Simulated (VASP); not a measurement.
Set up this calculation in VASP 6.6.1, as the native input.

- Task: single point
- Functional: HF
- Potentials or basis: VASP PAW PBE potentials, release 64 (Sb_d_GW)
- Cutoff: 400 eV
- k mesh: 4 × 4 × 4
- Occupations: fermi-dirac, width 0.05 eV
- Spin: no spin polarisation
- Dipole correction: no
- Grid for exact exchange (PRECFOCK): Normal
- Second run: valence_matched
- Further INCAR settings: ALGO = Normal; EDIFF = 1e-06; NBANDS = 14

The system is Sb.

```
Sb
1.0
     3.16000    0.00000    0.00000
     0.00000    3.16000    0.00000
     0.00000    0.00000    3.16000
Sb
1
Direct
  0.00000 0.00000 0.00000
```

The input as run:

POSCAR

```
Sb
1.0
    3.1600000000      0.0000000000      0.0000000000
    0.0000000000      3.1600000000      0.0000000000
    0.0000000000      0.0000000000      3.1600000000
Sb
1
Direct
    0.0000000000      0.0000000000      0.0000000000
```

INCAR.step1

```
PREC     = Accurate       # precision mode
ENCUT    = 400            # plane-wave cutoff, eV
EDIFF    = 1E-5           # SCF threshold, eV
ISMEAR   = -1             # smearing method
SIGMA    = 0.05           # smearing width, eV
LREAL    = False          # projectors in reciprocal space
LASPH    = True           # aspherical terms in the spheres
NELM     = 120            # most SCF steps
ALGO     = Normal         # electronic algorithm
ISIF     = 2              # what is computed and relaxed
LWAVE    = True           # write WAVECAR
LCHARG   = False          # write CHGCAR
NBANDS   = 14             # bands
GGA      = PE             # functional
GGA_COMPAT= False
```

INCAR.step2

```
PREC     = Accurate       # precision mode
ENCUT    = 400            # plane-wave cutoff, eV
EDIFF    = 1E-6           # SCF threshold, eV
ISMEAR   = -1             # smearing method
SIGMA    = 0.05           # smearing width, eV
LREAL    = False          # projectors in reciprocal space
LASPH    = True           # aspherical terms in the spheres
NELM     = 120            # most SCF steps
ALGO     = Normal         # electronic algorithm
ISIF     = 2              # what is computed and relaxed
LWAVE    = False          # write WAVECAR
LCHARG   = False          # write CHGCAR
GGA      = PE             # functional
LHFCALC  = True           # exact exchange
AEXX     = 1.0            # exact-exchange fraction
ALDAC    = 0.0          
AGGAC    = 0.0          
PRECFOCK = Normal       
NBANDS   = 14             # bands
ISTART   = 1            
GGA_COMPAT= False
```

KPOINTS

```
regular mesh
0
Gamma
  4 4 4
```

Potentials or basis: VASP PAW PBE potentials, release 64 (Sb_d_GW).

Command:

```bash
$ cat potpaw_PBE.64/Sb_d_GW/POTCAR > POTCAR
$ cp INCAR.step1 INCAR
$ mpirun -np 1 vasp_std > vasp.out
$ cp INCAR.step2 INCAR
$ mpirun -np 1 vasp_std > vasp.out
```

It gave:

```yaml
Pressure: -4.7 GPa
```

Caveat: the k points lie up to 0.50 Å⁻¹ apart; the PAW data sets were made with another functional, which shifts forces and pressure a little.

Run time: 5.4 min on 1 thread of AMD EPYC 7R43 64-Core Processor (Zen 3), on a shared host, peak memory 0.11 GiB.
